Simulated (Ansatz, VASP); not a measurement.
# Two plane-wave programs on Ir

```
CELL_PARAMETERS angstrom
0.00000 1.91970 1.97729
1.91970 0.00000 1.97729
1.91970 1.91970 0.00000
ATOMIC_POSITIONS crystal
Ir 0.00000 0.00000 0.00000
```

Change from the starting cell: strain +0.0300 x Voigt [0, 0, 1, 0, 0, 0], atoms carried along.

Alike in both runs: task single point; functional LDA; k mesh 8 × 8 × 8; occupations gaussian, width 0.15 eV; no spin polarisation.

|  | VASP | Ansatz |
| --- | --- | --- |
| version | VASP 6.6.1 | Ansatz 0.2.0 |
| potentials or method | VASP PAW LDA potentials, release 64 (Ir_sv_GW), cutoff 560 eV | scalar-relativistic, plane waves, PAW |
| valence electrons in the cell | 17 | 17 |

|  | VASP | Ansatz | Ansatz less VASP |
| --- | --- | --- | --- |
| gap on the k mesh at the Fermi level (eV) | none | none | - |
| pressure (GPa) | -17.3 | -16.8 | +0.47 |
| traceless stress, the component that is largest in VASP (GPa) | -6.46 | -6.50 | -0.039 |

LDA's correlation is that of Perdew and Zunger in VASP and of Perdew and Wang (1992) in Ansatz. A gap of «none» marks a metal or a gap that the smearing closes.

Neither program's run includes spin-orbit coupling.
